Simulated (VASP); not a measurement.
Write the native input for VASP 6.6.1 that does the following.

```yaml
Task: relaxation of cell and atoms
Functional: PBE
Dispersion: D3(BJ)
Potentials_or_basis: VASP PAW PBE potentials, release 64 (P)
Cutoff: 600 eV
k_mesh: 8 × 8 × 8
Occupations: gaussian, width 0.05 eV
Spin: no spin polarisation
Dipole_correction: no
Further_INCAR_settings: ALGO = Normal; EDIFF = 1e-06; IBRION = 2; EDIFFG = -0.03; NSW = 80; ISIF = 3
```

The structure of P lies in POSCAR:

```
P
1.0
    1.7257251780      0.9963478961      3.1296800121
   -1.7257251780      0.9963478961      3.1296800121
    0.0000000000     -1.9926957921      3.1296800121
P
2
Direct
    0.2270802500      0.2270802500      0.2270802500
    0.7729197500      0.7729197500      0.7729197500
```

One way to write it, as run:

INCAR

```
SYSTEM = P
PREC = Accurate ; ENCUT = 600
EDIFF = 1E-6 ; ISMEAR = 0
SIGMA = 0.05 ; LREAL = .FALSE.
LASPH = .TRUE. ; NELM = 80
ALGO = Normal ; ISIF = 3
LWAVE = .FALSE. ; LCHARG = .FALSE.
GGA = PE ; IVDW = 12
IBRION = 2 ; NSW = 80
EDIFFG = -0.03
```

KPOINTS

```
regular mesh
0
G
  8 8 8
  0 0 0
```

Potentials or basis: VASP PAW PBE potentials, release 64 (P).

Command:

```console
$ cat potpaw_PBE.64/P/POTCAR > POTCAR
$ mpirun -np 1 vasp_std > vasp.out
```

Results of the run:

The relaxed volume is 14.87 Å³/atom. The relaxed cell is a = 3.555 Å, b = 3.555 Å, c = 3.555 Å, α = 57.22°, β = 57.22°, γ = 57.22° and the space group after relaxing (to 0.05 Å) is R-3m (No. 166). The energy gained by relaxing is 18.9 meV/atom. The ionic steps are 12. The pressure after relaxing is -0.1 GPa and the largest force after relaxing is 0.009 eV/Å. The band gap on the k mesh is zero (band 5 reaches 10.49 eV, above the bottom of band 6 at 9.36 eV) and the dispersion energy per atom is -0.475 eV.

Caveat: pairwise dispersion overbinds metals, which lowers pressure and volume.

Run time: 54 s on 1 thread of AMD EPYC 9R45 96-Core Processor (Zen 5) (shared host), peak memory 0.15 GiB.
